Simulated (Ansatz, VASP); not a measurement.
# Two plane-wave programs on Pt4C

Contents of INCAR:

```
ALGO     = Normal         # electronic algorithm
DIPOL    = 0.5 0.5 0.333
EDIFF    = 1E-6           # SCF threshold, eV
ENCUT    = 520            # plane-wave cutoff, eV
GGA      = PS             # functional
GGA_COMPAT= F            
IDIPOL   = 3            
ISIF     = 2              # what is computed and relaxed
ISMEAR   = 0              # smearing method
ISPIN    = 2              # spin polarisation
LASPH    = T              # aspherical terms in the spheres
LCHARG   = F              # write CHGCAR
LDIPOL   = T            
LMAXMIX  = 4              # l up to which the mixer works
LORBIT   = 11             # projections on sites
LREAL    = F              # projectors in reciprocal space
LWAVE    = F              # write WAVECAR
MAGMOM   = 0 0 0 0 2      # initial moments
NBANDS   = 34             # bands
NELM     = 200            # most SCF steps
NELMDL   = -8           
PREC     = Accurate       # precision mode
SIGMA    = 0.1            # smearing width, eV
```

KPOINTS

```
k-points
0
Gamma
  10 7 1
```

File POSCAR:

```
Pt4C
1.0
    2.7704032196      0.0000000000      0.0000000000
    0.0000000000      3.9179418064      0.0000000000
    0.0000000000      0.0000000000     21.0969749094
Pt C
4 1
Direct
    0.5000000000      0.5000000000      0.1896006426
    0.0000000000      0.0000000000      0.2552594214
    0.5000000000      0.5000000000      0.3256256435
    0.0000000000      0.0000000000      0.3837979115
    0.0000000000      0.3333333333      0.5103563405
```

Input for Ansatz:

```yaml
crystal:
  lattice:
    - [2.7704032196, 0.0, 0.0]
    - [0.0, 3.9179418064, 0.0]
    - [0.0, 0.0, 21.0969749094]
  atoms:
    - { symbol: Pt, position: [0.5, 0.5, 0.1896006426] }
    - { symbol: Pt, position: [0.0, 0.0, 0.2552594214] }
    - { symbol: Pt, position: [0.5, 0.5, 0.3256256435] }
    - { symbol: Pt, position: [0.0, 0.0, 0.3837979115] }
    - { symbol: C, position: [0.0, 0.3333333333, 0.5103563405], spin: 2.0 }
basis:
  ecutwfc: 420
kpoints:
  mp_grid: { grid: [10, 7, 1] }
hamiltonian:
  xc: pbesol
  pseudopotentials: { kind: paw, azcp: { folder: soft_1 } }
scf:
  occupations: { method: gaussian, width: 0.1 }
output:
  forces: true
  eigenvalues: true
  populations: true
magnetization:
  spin_polarized: true
efield:
  axis: 3
  dipole_correction: true
  ramp_width: 0.04
```

Alike in both runs: task single point; functional PBEsol; k mesh 10 × 7 × 1; occupations gaussian, width 0.1 eV; collinear spin.

|  | VASP | Ansatz |
| --- | --- | --- |
| version | VASP 6.6.1 | Ansatz 0.2.0 |
| potentials or method | VASP PAW PBE potentials, release 64 (Pt, C), cutoff 520 eV | scalar-relativistic, plane waves, PAW |
| valence electrons in the cell | 44 | 76 |

Ansatz gave:

- gap on the k mesh at the Fermi level (eV): none
- rms of the force components (eV/Å): 0.664
- net moment per atom (μB): 0.21
- size of the moment on the site where the two differ most (μB): 1.11

Task: What did VASP give for the same quantities?

Result: gap on the k mesh at the Fermi level (eV): none; rms of the force components (eV/Å): 0.661; net moment per atom (μB): 0.20; size of the moment on the site where the two differ most (μB): 0.67.

VASP's potentials were made for PBE, not for PBEsol, and Ansatz warns of the same on its side. Site moments also hang on the region over which each program counts them. Atom by atom the forces differ by 0.008 eV/Å (rms over components). A gap of «none» marks a metal or a gap that the smearing closes. VASP's potentials hold 44 valence electrons a cell and Ansatz's 76, so a difference there can come from the potentials and not from the codes.

Spin-orbit coupling is off throughout.
